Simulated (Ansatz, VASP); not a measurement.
## Ti: VASP beside Ansatz

```
Ti
1.0
     4.69358    0.00000    0.00000
    -2.34679    4.06476    0.00000
     0.00000    0.00000    2.90256
Ti
3
Cartesian
  0.0000 -0.2316 0.0000
  0.0000 2.8257 1.4513
  2.3468 1.4707 1.4513
```

Change from the starting cell: mode 6 frozen in at -0.226 Å, equal normal strain along x, y and z +0.0250.

Alike in both runs: task single point; functional PBE; k mesh 12 × 12 × 14; occupations gaussian, width 0.15 eV; no spin polarisation.

|  | VASP | Ansatz |
| --- | --- | --- |
| version | VASP 6.6.1 | Ansatz 0.2.0 |
| potentials or method | VASP PAW PBE potentials, release 64 (Ti_sv), cutoff 500 eV | scalar-relativistic, plane waves, PAW |
| valence electrons in the cell | 36 | 36 |

Ansatz gave:

* gap on the k mesh at the Fermi level (eV): none
* pressure (GPa): -4.7
* traceless stress, the component that is largest in VASP (GPa): 2.29
* rms of the force components (eV/Å): 0.525

Q: Estimate VASP's values.

A: gap on the k mesh at the Fermi level (eV): none; pressure (GPa): -4.9; traceless stress, the component that is largest in VASP (GPa): 2.28; rms of the force components (eV/Å): 0.522.

Atom by atom the forces differ by 0.003 eV/Å (rms over components). A gap of «none» marks a metal or a gap that the smearing closes. With one functional, cell and mesh, what is left measures potentials, basis and numerics.
